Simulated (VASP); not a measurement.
# LaB6 in VASP: a series of runs, part 2 of 2

VASP 6.6.1. Earlier steps stand in the parts before.

## Step 3: Single point, r2SCAN

Input file POSCAR:

```
LaB6
1.0
    4.1523441329      0.0000000000      0.0000000000
    0.0000000000      4.1523441329      0.0000000000
    0.0000000000      0.0000000000      4.1523441329
La B
1 6
Direct
    0.0000000000      0.0000000000      0.0000000000
    0.2000751123      0.5000000000      0.5000000000
    0.7999248877      0.5000000000      0.5000000000
    0.5000000000      0.5000000000      0.2000751123
    0.5000000000      0.5000000000      0.7999248877
    0.5000000000      0.2000751123      0.5000000000
    0.5000000000      0.7999248877      0.5000000000
```

Input file INCAR.step1:

```
PREC = Accurate
ENCUT = 520
ISMEAR = -1
SIGMA = 0.025
LREAL = F
LASPH = T
NELM = 80
NBANDS = 24
GGA = PE
ALGO = Normal
EDIFF = 1E-4
LWAVE = T
LCHARG = F
```

Input file INCAR.step2:

```
PREC = Accurate
ENCUT = 520
EDIFF = 1E-6
ISMEAR = -1
SIGMA = 0.025
LREAL = F
LASPH = T
NELM = 80
ALGO = Normal
ISIF = 2
LWAVE = F
LCHARG = F
METAGGA = R2SCAN
LMIXTAU = T
NBANDS = 24
ISTART = 1
```

Input file KPOINTS:

```
Automatic mesh
0
Gamma
  12 12 12
```

Potentials or basis: VASP PAW PBE potentials, release 64 (La, B).

Run with:

```sh
cat potpaw_PBE.64/La/POTCAR potpaw_PBE.64/B/POTCAR > POTCAR
cp INCAR.step1 INCAR
mpirun -np 1 vasp_std > vasp.out
cp INCAR.step2 INCAR
mpirun -np 1 vasp_std > vasp.out
```

OUTCAR:

```text
PREC = Accurate
   ENCUT = 520
   EDIFF = 1E-6
   ISMEAR = -1
   LREAL = F
   LASPH = T
   NELM = 80
   ISIF = 2
   METAGGA = R2SCAN
   ISTART = 1

 ion  position               nearest neighbor table
   1  0.000  0.000  0.000-
   2  0.200  0.500  0.500-   3 1.66   4 1.76   5 1.76   6 1.76   7 1.76
   3  0.800  0.500  0.500-   2 1.66   4 1.76   5 1.76   6 1.76   7 1.76
   4  0.500  0.500  0.200-   5 1.66   3 1.76   2 1.76   6 1.76   7 1.76
   5  0.500  0.500  0.800-   4 1.66   3 1.76   2 1.76   6 1.76   7 1.76
   6  0.500  0.200  0.500-   7 1.66   3 1.76   4 1.76   5 1.76   2 1.76
   7  0.500  0.800  0.500-   6 1.66   3 1.76   4 1.76   5 1.76   2 1.76

  LATTYP: Found a simple cubic cell.
 ALAT       =     4.1523441329

  Lattice vectors:

 A1 = (   4.1523441329,   0.0000000000,   0.0000000000)
 A2 = (   0.0000000000,   4.1523441329,   0.0000000000)
 A3 = (   0.0000000000,   0.0000000000,   4.1523441329)

Analysis of symmetry for initial positions (statically):
=====================================================================
 Subroutine PRICEL returns:
 Original cell was already a primitive cell.

 Routine SETGRP: Setting up the symmetry group for a
 simple cubic supercell.

 Subroutine GETGRP returns: Found 48 space group operations
 (whereof 48 operations were pure point group operations)
 out of a pool of 48 trial point group operations.

The static configuration has the point symmetry O_h .

Analysis of symmetry for dynamics (positions and initial velocities):
=====================================================================
 Subroutine PRICEL returns:
 Original cell was already a primitive cell.

[... 134 lines left out ...]
   IALGO  =     38    algorithm
   IMIX   =      4    mixing-type and parameters
     AMIX     =   0.40;   BMIX     =  1.00
     AMIX_MAG =   1.60;   BMIX_MAG =  1.00
  volume/ion in A,a.u.               =      10.23        69.02
  Fermi-wavevector in a.u.,A,eV,Ry     =   1.211288  2.289003 19.962728  1.467219
  Thomas-Fermi vector in A             =   2.346808
   LORBIT       =      0    0 simple, 1 ext, 2 COOP (PROOUT), +10 PAW based schemes
   METAGGA = R2SCAN    functional components
   LHFCALC =     F    Hartree Fock is set to
   AEXX    =    0.0000 exact exchange contribution
   IVDW    =     0    specifies the selected vdW correction
   LEPSILON=     F    determine dielectric tensor
   LRPA    =     F    only Hartree local field effects (RPA)
 non-spin polarized calculation
  energy-cutoff  :      520.00
  volume of cell :       71.59
 maximum number of plane-waves:      1956
 NGX is ok and might be reduce to    32
   NGX = 15   NGY = 15   NGZ = 15

 number of electron      29.0000003 magnetization

 Free energy of the ion-electron system (eV)
  ---------------------------------------------------
  ext. energy  EPLUGINS =         0.00000000
  ---------------------------------------------------
  free energy    TOTEN  =       -78.21465724 eV

  energy without entropy =      -78.21291999  energy(sigma->0) =      -78.21378861

 E-fermi :   8.8517     XC(G=0): -11.9419

 val. band max:        8.8125186228   @ k =   0.5000   0.3333   0.0000
 cond. band min:       8.8715226228   @ k =   0.1667   0.1667   0.0000
 fundamental gap:      0.0590040000
 Fermi energy:         8.8517235122

 k-point     1 :       0.0000    0.0000    0.0000
  band No.  band energies     occupation
      1     -25.6361      2.00000
      2      -8.9350      2.00000
      3      -8.9350      2.00000
      4      -8.9350      2.00000
      5      -7.8491      2.00000
      6       0.3539      2.00000
[... 637 lines left out ...]
     23      11.6555      0.00000
     24      12.2231      0.00000

 [... further k-points ...]

------------------------ aborting loop because EDIFF is reached ----------------------------------------

  FORCE on cell =-STRESS in cart. coord.  units (eV):
  Direction    XX          YY          ZZ          XY          YZ          ZX
  --------------------------------------------------------------------------------------
  -------------------------------------------------------------------------------------
  Total        0.0062345      0.0062345      0.0062345     -0.0000000     -0.0000000     -0.0000000
  in kB        0.1395191      0.1395191      0.1395191     -0.0000000     -0.0000000     -0.0000000
  external PRESSURE =       0.1395191 kB  Pullay stress =       0.0000000 kB

 VOLUME and BASIS-vectors are now :
 -----------------------------------------------------------------------------
  energy-cutoff  :      520.00
  volume of cell :       71.59
      direct lattice vectors                 reciprocal lattice vectors
     4.152344133  0.000000000  0.000000000     0.240827824  0.000000000  0.000000000
     0.000000000  4.152344133  0.000000000     0.000000000  0.240827824  0.000000000
     0.000000000  0.000000000  4.152344133     0.000000000  0.000000000  0.240827824

 POSITION                                       TOTAL-FORCE (eV/Angst)
 -----------------------------------------------------------------------------------
      0.00000      0.00000      0.00000        -0.000000      0.000000      0.000000
      0.83078      2.07617      2.07617        -0.037185     -0.000000      0.000000
      3.32156      2.07617      2.07617         0.037185      0.000000      0.000000
      2.07617      2.07617      0.83078        -0.000000      0.000000     -0.037185
      2.07617      2.07617      3.32156         0.000000     -0.000000      0.037185
      2.07617      0.83078      2.07617        -0.000000     -0.037185      0.000000
      2.07617      3.32156      2.07617        -0.000000      0.037185      0.000000
 -----------------------------------------------------------------------------------
    total drift:                               -0.000000      0.000000     -0.000000

  FREE ENERGIE OF THE ION-ELECTRON SYSTEM (eV)
  ---------------------------------------------------
  free  energy   TOTEN  =       -78.2146572394 eV

  energy  without entropy=      -78.2129199864  energy(sigma->0) =      -78.21378861
```

Run time: 3.6 min. Hardware: 1 thread of Intel Xeon 6975P-C (Granite Rapids), shared host; peak memory 0.29 GiB.

What came out:

| Item | Value |
| --- | --- |
| Free energy | -78.2147 eV |
| Pressure | 0.0 GPa |
| Largest force | 0.037 eV/Å |
| Band gap on the k mesh | zero (an odd number of electrons rules out a gap without spin polarisation) |

Forces in eV/Å, atoms in the order of the input:
```
La   0.000  0.000  0.000
B   -0.037  0.000  0.000
B    0.037  0.000  0.000
B    0.000  0.000 -0.037
B    0.000  0.000  0.037
B    0.000 -0.037  0.000
B    0.000  0.037  0.000
```

Caveat: the PAW data sets were made with another functional, which shifts forces and pressure a little; spin-orbit coupling is left out, which moves the levels of the heavy elements; an odd number of electrons without spin polarisation forces a metal; a magnetic or distorted state may lie lower.

## Step 4: Single point, r2SCAN

POSCAR, as its differences from that of step 3:

```diff
@@ -3,4 +3,4 @@
     4.1523441329      0.0000000000      0.0000000000
-    0.0000000000      4.1523441329      0.0000000000
-    0.0000000000      0.0000000000      4.1523441329
+    0.0000000000      4.1523441329     -0.0207617207
+    0.0000000000     -0.0207617207      4.1523441329
 La B
```

Input file INCAR.step1:

```
SYSTEM = LaB6
ALGO     = Normal         ! electronic algorithm
EDIFF    = 1E-4           ! SCF threshold, eV
ENCUT    = 520            ! plane-wave cutoff, eV
GGA      = PE             ! functional
ISMEAR   = 0              ! smearing method
LASPH    = .True.         ! aspherical terms in the spheres
LCHARG   = .False.        ! write CHGCAR
LREAL    = .False.        ! projectors in reciprocal space
LWAVE    = .True.         ! write WAVECAR
NBANDS   = 24             ! bands
NELM     = 80             ! most SCF steps
PREC     = Accurate       ! precision mode
SIGMA    = 0.05           ! smearing width, eV
```

Input file INCAR.step2:

```
SYSTEM = LaB6
ALGO     = Normal         ! electronic algorithm
EDIFF    = 1E-6           ! SCF threshold, eV
ENCUT    = 520            ! plane-wave cutoff, eV
ISIF     = 2              ! what is computed and relaxed
ISMEAR   = 0              ! smearing method
ISTART   = 1            
LASPH    = .True.         ! aspherical terms in the spheres
LCHARG   = .False.        ! write CHGCAR
LMIXTAU  = .True.       
LREAL    = .False.        ! projectors in reciprocal space
LWAVE    = .False.        ! write WAVECAR
METAGGA  = R2SCAN         ! meta-GGA
NBANDS   = 24             ! bands
NELM     = 80             ! most SCF steps
PREC     = Accurate       ! precision mode
SIGMA    = 0.05           ! smearing width, eV
```

Input file KPOINTS:

```
k-points
0
Gamma
  8 8 8
  0 0 0
```

Potentials or basis: VASP PAW PBE potentials, release 64 (La, B).

Run with:

```sh
cat potpaw_PBE.64/La/POTCAR potpaw_PBE.64/B/POTCAR > POTCAR
cp INCAR.step1 INCAR
mpirun -np 1 vasp_std > vasp.out
cp INCAR.step2 INCAR
mpirun -np 1 vasp_std > vasp.out
```

OUTCAR:

```text
SYSTEM = LaB6
   EDIFF = 1E-6
   ENCUT = 520
   ISIF = 2
   ISMEAR = 0
   ISTART = 1
   LASPH = .True.
   LREAL = .False.
   METAGGA = R2SCAN
   NELM = 80
   PREC = Accurate

 ion  position               nearest neighbor table
   1  0.000  0.000  0.000-
   2  0.200  0.500  0.500-   3 1.66   4 1.76   5 1.76   6 1.76   7 1.76
   3  0.800  0.500  0.500-   2 1.66   4 1.76   5 1.76   6 1.76   7 1.76
   4  0.500  0.500  0.200-   5 1.66   7 1.75   2 1.76   3 1.76   6 1.77
   5  0.500  0.500  0.800-   4 1.66   6 1.75   2 1.76   3 1.76   7 1.77
   6  0.500  0.200  0.500-   7 1.66   5 1.75   2 1.76   3 1.76   4 1.77
   7  0.500  0.800  0.500-   6 1.66   4 1.75   2 1.76   3 1.76   5 1.77

  LATTYP: Found a base centered orthorhombic cell.
 ALAT       =     5.8429398814
 B/A-ratio  =     1.0100502513
 C/A-ratio  =     0.7106600816

  Lattice vectors:

 A1 = (   0.0000000000,   4.1523441329,  -0.0207617207)
 A2 = (   0.0000000000,  -0.0207617207,   4.1523441329)
 A3 = (   4.1523441329,   0.0000000000,   0.0000000000)

Analysis of symmetry for initial positions (statically):
=====================================================================
 Subroutine PRICEL returns:
 Original cell was already a primitive cell.

 Routine SETGRP: Setting up the symmetry group for a
 base centered orthorhombic supercell.

 Subroutine GETGRP returns: Found  8 space group operations
 (whereof  8 operations were pure point group operations)
 out of a pool of  8 trial point group operations.

The static configuration has the point symmetry D_2h.

Analysis of symmetry for dynamics (positions and initial velocities):
=====================================================================
 Subroutine PRICEL returns:
 Original cell was already a primitive cell.

 Routine SETGRP: Setting up the symmetry group for a
 base centered orthorhombic supercell.

 Subroutine GETGRP returns: Found  8 space group operations
 (whereof  8 operations were pure point group operations)
[... 135 lines left out ...]
  Thomas-Fermi vector in A             =   2.346818
   LORBIT       =      0    0 simple, 1 ext, 2 COOP (PROOUT), +10 PAW based schemes
   METAGGA = R2SCAN    functional components
   LHFCALC =     F    Hartree Fock is set to
   AEXX    =    0.0000 exact exchange contribution
   IVDW    =     0    specifies the selected vdW correction
   LEPSILON=     F    determine dielectric tensor
   LRPA    =     F    only Hartree local field effects (RPA)
 non-spin polarized calculation
 Gauss-broadening in eV      SIGMA  =   0.05
  energy-cutoff  :      520.00
  volume of cell :       71.59
 maximum number of plane-waves:      1944
 NGX is ok and might be reduce to    32
   NGX = 15   NGY = 15   NGZ = 15

 number of electron      29.0000003 magnetization

 Free energy of the ion-electron system (eV)
  ---------------------------------------------------
  ext. energy  EPLUGINS =         0.00000000
  ---------------------------------------------------
  free energy    TOTEN  =       -78.21865084 eV

  energy without entropy =      -78.21774076  energy(sigma->0) =      -78.21819580

 E-fermi :   8.7337     XC(G=0): -11.9424

 val. band max:        8.7050584969   @ k =   0.0000   0.2500   0.2500
 cond. band min:       8.7338976826   @ k =   0.0000   0.1250   0.1250
 fundamental gap:      0.0288391858
 Fermi energy:         8.7336946826

 k-point     1 :       0.0000    0.0000    0.0000
  band No.  band energies     occupation
      1     -25.6373      2.00000
      2      -8.9395      2.00000
      3      -8.9356      2.00000
      4      -8.9319      2.00000
      5      -7.8497      2.00000
      6       0.3525      2.00000
[... 637 lines left out ...]
     23      11.8871      0.00000
     24      12.1514      0.00000

 [... further k-points ...]

------------------------ aborting loop because EDIFF is reached ----------------------------------------

  FORCE on cell =-STRESS in cart. coord.  units (eV):
  Direction    XX          YY          ZZ          XY          YZ          ZX
  --------------------------------------------------------------------------------------
  -------------------------------------------------------------------------------------
  Total       -0.0027082      0.0031611      0.0031611      0.0000000      0.6246428      0.0000000
  in kB       -0.0606068      0.0707417      0.0707417      0.0000000     13.9789045      0.0000000
  external PRESSURE =       0.0269589 kB  Pullay stress =       0.0000000 kB

 VOLUME and BASIS-vectors are now :
 -----------------------------------------------------------------------------
  energy-cutoff  :      520.00
  volume of cell :       71.59
      direct lattice vectors                 reciprocal lattice vectors
     4.152344133  0.000000000  0.000000000     0.240827824  0.000000000  0.000000000
     0.000000000  4.152344133 -0.020761721     0.000000000  0.240833844  0.001204169
     0.000000000 -0.020761721  4.152344133     0.000000000  0.001204169  0.240833844

 POSITION                                       TOTAL-FORCE (eV/Angst)
 -----------------------------------------------------------------------------------
      0.00000      0.00000      0.00000        -0.000000     -0.000000      0.000000
      0.83078      2.06579      2.06579        -0.027738     -0.000000      0.000000
      3.32156      2.06579      2.06579         0.027738     -0.000000      0.000000
      2.07617      2.07202      0.82040         0.000000     -0.088303     -0.028543
      2.07617      2.05956      3.31118        -0.000000      0.088303      0.028543
      2.07617      0.82040      2.07202        -0.000000     -0.028543     -0.088303
      2.07617      3.31118      2.05956        -0.000000      0.028543      0.088303
 -----------------------------------------------------------------------------------
    total drift:                                0.000000      0.000000      0.000000

  FREE ENERGIE OF THE ION-ELECTRON SYSTEM (eV)
  ---------------------------------------------------
  free  energy   TOTEN  =       -78.2186508435 eV

  energy  without entropy=      -78.2177407634  energy(sigma->0) =      -78.21819580
```

OUTCAR.step1:

```text
SYSTEM = LaB6
   EDIFF = 1E-4
   ENCUT = 520
   GGA = PE
   ISMEAR = 0
   LASPH = .True.
   LREAL = .False.
   NELM = 80
[... 889 lines left out ...]
      2.07617      2.05956      3.31118        -0.000000      0.088967      0.124052
      2.07617      0.82040      2.07202         0.000000     -0.124052     -0.088967
      2.07617      3.31118      2.05956        -0.000000      0.124052      0.088967
 -----------------------------------------------------------------------------------
    total drift:                                0.000000     -0.000000     -0.000000

  FREE ENERGIE OF THE ION-ELECTRON SYSTEM (eV)
  ---------------------------------------------------
  free  energy   TOTEN  =       -49.0507873927 eV

  energy  without entropy=      -49.0498801422  energy(sigma->0) =      -49.05033377
```

OSZICAR.step1:

```text
N       E                     dE             d eps       ncg     rms          rms(c)
DAV:   1     0.199780421742E+03    0.19978E+03   -0.11111E+04  5448   0.154E+03
DAV:   2    -0.257196647937E+02   -0.22550E+03   -0.18963E+03  5808   0.269E+02
DAV:   3    -0.521723727675E+02   -0.26453E+02   -0.25201E+02  7136   0.110E+02
DAV:   4    -0.535014448010E+02   -0.13291E+01   -0.13200E+01  9056   0.216E+01
DAV:   5    -0.535348490020E+02   -0.33404E-01   -0.33382E-01  7432   0.283E+00    0.912E+00
DAV:   6    -0.493816807681E+02    0.41532E+01   -0.91920E+00  8264   0.155E+01    0.462E+00
DAV:   7    -0.490790157644E+02    0.30267E+00   -0.39178E+00  7968   0.917E+00    0.195E+00
DAV:   8    -0.492187441883E+02   -0.13973E+00   -0.16341E+00  8968   0.125E+01    0.147E+00
DAV:   9    -0.490809641159E+02    0.13778E+00   -0.24000E-01  8672   0.379E+00    0.783E-01
DAV:  10    -0.490512465370E+02    0.29718E-01   -0.26367E-01  9080   0.394E+00    0.216E-01
DAV:  11    -0.490508825361E+02    0.36400E-03   -0.18367E-02  8104   0.105E+00    0.136E-01
DAV:  12    -0.490507873927E+02    0.95143E-04   -0.51527E-04  8016   0.136E-01
   1 F= -.49050787E+02 E0= -.49050334E+02  d E =-.907250E-03
```

It took 4.5 min on 1 thread of Intel Xeon 6975P-C (Granite Rapids), shared host; peak memory 0.31 GiB.

Results:

```
Free energy            : -78.2187 eV
Pressure               : 0.0 GPa
Largest force          : 0.093 eV/Å
Band gap on the k mesh : zero (an odd number of electrons rules out a gap without spin polarisation)
```

Forces on the atoms (eV/Å):
```
La   0.000  0.000  0.000
B   -0.028  0.000  0.000
B    0.028  0.000  0.000
B    0.000 -0.088 -0.029
B    0.000  0.088  0.029
B    0.000 -0.029 -0.088
B    0.000  0.029  0.088
```

Caveat: the PAW data sets were made with another functional, which shifts forces and pressure a little; spin-orbit coupling is left out, which moves the levels of the heavy elements; an odd number of electrons without spin polarisation forces a metal; a magnetic or distorted state may lie lower.

## Step 5: Summary

```csv
cell,k mesh,smearing,gap on the mesh (eV),pressure (GPa),largest force (eV/Å)
"a = 4.152 Å, 7 atoms, atomic positions A",8 × 8 × 8,gaussian 0.05 eV,none,1.5,8.41
"a = 4.152 Å, 7 atoms, atomic positions B",12 × 12 × 12,fermi-dirac 0.025 eV,none,0.0,0.04
"a = 4.152 Å, angles 90.6, 90.0, 90.0°, 7 atoms, atomic positions B",8 × 8 × 8,gaussian 0.05 eV,none,0.0,0.09
```

Alike in all rows: task single point; level r2SCAN; potentials or basis VASP PAW PBE potentials, release 64 (La, B); no spin polarisation; cutoff (eV) 520.

Caveats: the PAW data sets were made with another functional, which shifts forces and pressure a little; spin-orbit coupling is left out, which moves the levels of the heavy elements; an odd number of electrons without spin polarisation forces a metal; a magnetic or distorted state may lie lower.

Total energies depend on the potentials used, so only differences within one code and one set of settings carry meaning.

The gap in the log of VASP goes by the Fermi energy; the results here count the filled bands.